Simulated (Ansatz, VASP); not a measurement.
## Re: VASP beside Ansatz

```
Re
1.0
     2.73744    0.00000    0.00000
    -1.36872    2.37070    0.00000
     0.00000    0.00000    4.41668
Re
2
Cartesian
  0.0000 1.5805 1.1042
  1.3687 0.7902 3.3125
```

Alike in both runs: functional LDA; k mesh 18 × 18 × 10; occupations gaussian, width 0.1 eV; no spin polarisation.

Ansatz relaxed the structure, and its values are those at the end. VASP's run is a single point on that final structure, the one shown.

|  | VASP | Ansatz |
| --- | --- | --- |
| version | VASP 6.6.1 | Ansatz 0.2.0 |
| potentials or method | VASP PAW LDA potentials, release 64 (Re_sv_GW), cutoff 560 eV | scalar-relativistic, plane waves, PAW |
| valence electrons in the cell | 30 | 30 |

|  | VASP | Ansatz | Ansatz less VASP |
| --- | --- | --- | --- |
| gap on the k mesh at the Fermi level (eV) | none | none | - |
| pressure (GPa) | -0.1 | 0.0 | +0.04 |

LDA's correlation is that of Perdew and Zunger in VASP and of Perdew and Wang (1992) in Ansatz. A gap of «none» marks a metal or a gap that the smearing closes.

Neither program's run includes spin-orbit coupling.
